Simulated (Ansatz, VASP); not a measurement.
One calculation of WS2, two programs

```
CELL_PARAMETERS angstrom
3.30307 0.00000 0.00000
-1.65153 2.86054 0.00000
0.00000 0.00000 16.10575
ATOMIC_POSITIONS crystal
W 0.33333 0.66667 0.00000
S 0.66667 0.33333 0.90758
S 0.66667 0.33333 0.09242
```

Change from the starting cell: strain +0.050 along x and y, -0.050 along z, atoms carried along.

Alike in both runs: task single point; functional PBEsol; k mesh 12 × 12 × 2; occupations gaussian, width 0.05 eV; no spin polarisation.

```csv
,VASP,Ansatz
version,VASP 6.6.1,Ansatz 0.2.0
potentials or method,"VASP PAW PBE potentials, release 64 (W_sv, S), cutoff 520 eV","scalar-relativistic, plane waves, PAW"
valence electrons in the cell,26,26
```

|  | VASP | Ansatz | Ansatz less VASP |
| --- | --- | --- | --- |
| gap on the k mesh at the Fermi level (eV) | 0.67 | 0.66 | -0.014 |
| least direct gap on the mesh (eV) | 1.30 | 1.30 | -0.003 |
| rms of the force components (eV/Å) | 0.246 | 0.237 | -0.0093 |

VASP's potentials were made for PBE, not for PBEsol. Atom by atom the forces differ by 0.009 eV/Å (rms over components).

Neither program's run includes spin-orbit coupling.
